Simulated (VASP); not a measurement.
A run of VASP 6.6.1:

The input INCAR:

```
PREC = Accurate
ENCUT = 910
EDIFF = 1E-6
ISMEAR = 0
SIGMA = 0.05
LREAL = False
LASPH = True
NELM = 200
ALGO = Normal
ISIF = 2
LWAVE = False
LCHARG = False
LMAXMIX = 6
LDAU = True
LDAUTYPE = 2
LDAUL = 3 -1
LDAUU = 5 0
LDAUJ = 0 0
LDAUPRINT = 1
GGA = PE
NBANDS = 19
GGA_COMPAT = False
```

Contents of KPOINTS:

```
regular mesh
0
Gamma
  12 12 12
```

File POSCAR:

```
CeO2
1.0
    0.0000000000      2.7540321272      2.7540321272
    2.7540321272      0.0000000000      2.7540321272
    2.7540321272      2.7540321272      0.0000000000
Ce O
1 2
Direct
    0.0000000000      0.0000000000      0.0000000000
    0.2500000000      0.2500000000      0.2500000000
    0.7500000000      0.7500000000      0.7500000000
```

Potentials or basis: VASP PAW PBE potentials, release 64 (Ce, O_h).

Run with:

```sh
$ cat potpaw_PBE.64/Ce/POTCAR potpaw_PBE.64/O_h/POTCAR > POTCAR
$ mpirun -np 1 vasp_std > vasp.out
```

Hardware: 1 thread of Intel(R) Xeon(R) 6975P-C (Granite Rapids) (shared host).

Task: Estimate the wall time of this run.

Result: It took 120 s on 1 thread of Intel(R) Xeon(R) 6975P-C (Granite Rapids) (shared host), peak memory 0.36 GiB. Counts: scf iterations 22, k points 72.
